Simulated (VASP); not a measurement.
# ZnS: single point with PBEsol

The system is ZnS.

```
Zn S
1.0
     3.81100   -0.01905    0.00000
    -1.92200    3.30995    0.00000
     0.00000    0.00000    6.23400
Zn S
2 2
Direct
  0.33333 0.66667 0.00000
  0.66667 0.33333 0.50000
  0.33333 0.66667 0.38500
  0.66667 0.33333 0.88500
```

This cell differs from its parent crystal: strain -0.0100 x Voigt [0, 0, 0, 0, 0, 1].

```json
{"Program": "VASP 6.6.1", "Task": "single point", "Functional": "PBEsol", "Potentials or basis": "VASP PAW PBE potentials, release 64 (Zn, S)", "Cutoff": "520 eV", "k mesh": "9 × 9 × 6", "Occupations": "gaussian, width 0.05 eV", "Spin": "no spin polarisation", "Dipole correction": "no", "Further INCAR settings": "ALGO = Normal; EDIFF = 1e-06; NBANDS = 26"}
```

The pressure is -1.1 GPa. The largest force is 0.317 eV/Å and the band gap on the k mesh is 2.11 eV, direct.

Forces on the atoms (eV/Å):
```
Zn   0.054  0.001  0.309
Zn  -0.054 -0.001  0.309
S    0.068  0.001 -0.309
S   -0.068 -0.001 -0.309
```

Stress tensor (GPa, compression positive):
```
-0.48  0.58  0.00
 0.58 -0.48  0.00
 0.00  0.00 -2.33
```

Levels at points of the mesh, in eV from the valence-band top:
```csv
k point,band 14,band 15,band 16,band 17,band 18,band 19,band 20,band 21,band 22,band 23
"(0.00, 0.00, 0.00)",-0.89,-0.86,-0.04,-0.01,0.00,2.11,2.88,6.15,6.25,6.51
"(0.00, 0.00, 0.50)",-2.81,-0.48,-0.48,-0.45,-0.45,3.39,3.39,6.58,6.58,6.69
```

Wall time 2.5 min on 1 thread of Intel(R) Xeon(R) Platinum 8488C (Sapphire Rapids) (shared host), peak memory 0.38 GiB.

Caveat: the cell differs from its parent crystal (strain -0.0100 x Voigt [0, 0, 0, 0, 0, 1]); the PAW data sets were made with another functional, which shifts forces and pressure a little.
